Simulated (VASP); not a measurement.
Crystal: Ge.

```
CELL_PARAMETERS angstrom
0.00000 2.81478 2.81478
2.81478 0.00000 2.81478
2.81478 2.81478 0.00000
ATOMIC_POSITIONS crystal
Ge 0.50000 0.50000 0.50000
Ge 0.75000 0.75000 0.75000
```

Base run:

| Quantity | Value |
| --- | --- |
| Program | VASP 6.6.1 |
| Functional | LDA |
| Potentials or basis | VASP PAW LDA potentials, release 64 (Ge_d) |
| Cutoff | 520 eV |
| k mesh | 6 × 6 × 6 |
| Occupations | fermi-dirac, width 0.05 eV |
| Spin | no spin polarisation |

Its results: band gap on the k mesh zero (filled and empty bands touch); pressure 0.0 GPa.

Q: The run is repeated on the same cell with these changes: k mesh from 6 × 6 × 6 to 4 × 4 × 4. What comes out?

A: Band gap on the k mesh zero (filled and empty bands touch); pressure 0.6 GPa.

Caveats: some runs use coarse meshes.
